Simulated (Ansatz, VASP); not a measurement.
## One calculation of Ba, two programs

```
Ba
1.0
     0.00000    3.11126    3.11126
     3.11126    0.00000    3.11126
     3.11126    3.11126    0.00000
Ba
1
Direct
  0.00000 0.00000 0.00000
```

Alike in both runs: task relaxation of cell and atoms; functional PBE; dispersion D3(BJ); k mesh 12 × 12 × 12; occupations gaussian, width 0.1 eV; no spin polarisation.

|  | VASP | Ansatz |
| --- | --- | --- |
| version | VASP 6.6.1 | Ansatz 0.2.0 |
| potentials or method | VASP PAW PBE potentials, release 64 (Ba_sv), cutoff 600 eV | scalar-relativistic, plane waves, PAW |
| valence electrons in the cell | 10 | 10 |

|  | VASP | Ansatz | Ansatz less VASP |
| --- | --- | --- | --- |
| gap on the k mesh at the Fermi level, each at its own relaxed structure (eV) | none | none | - |
| relaxed volume (Å³/atom) | 60.46 | 60.23 | -0.230 |
| relaxed cell length with the largest relative difference (Å) | 4.406 | 4.400 | -0.0056 |

A gap of «none» marks a metal or a gap that the smearing closes.

Neither program's run includes spin-orbit coupling.
